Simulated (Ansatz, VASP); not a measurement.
**Mn: VASP beside Ansatz**

```xyz
1
Lattice="-1.5741 1.5741 1.5741 1.5741 -1.5741 1.5741 1.5741 1.5741 -1.5741" Properties=species:S:1:pos:R:3 pbc="T T T"
Mn    0.0000    0.0000    0.0000
```

Alike in both runs: functional r2SCAN; k mesh 8 × 8 × 8; occupations gaussian, width 0.1 eV; collinear spin.

Ansatz relaxed the structure, and its values are those at the end. VASP's run is a single point on that final structure, the one shown.

|  | VASP | Ansatz |
| --- | --- | --- |
| version | VASP 6.6.1 | Ansatz 0.2.0 |
| potentials or method | VASP PAW PBE potentials, release 64 (Mn_pv), cutoff 520 eV | scalar-relativistic, plane waves, PAW |
| valence electrons in the cell | 13 | 15 |

VASP gave:

| Property | Result |
| --- | --- |
| gap on the k mesh at the Fermi level (eV) | none |
| pressure (GPa) | 0.0 |
| net moment per atom (μB) | 3.81 |
| size of the moment on the site where the two differ most (μB) | 3.80 |

Question: Which values does Ansatz return?

Answer: gap on the k mesh at the Fermi level (eV): none; pressure (GPa): 0.0; net moment per atom (μB): 3.81; size of the moment on the site where the two differ most (μB): 3.82.

VASP's potentials were made for PBE, not for r2SCAN. Site moments also hang on the region over which each program counts them. A gap of «none» marks a metal or a gap that the smearing closes. VASP's potentials hold 13 valence electrons a cell and Ansatz's 15, so a difference there can come from the potentials and not from the codes.
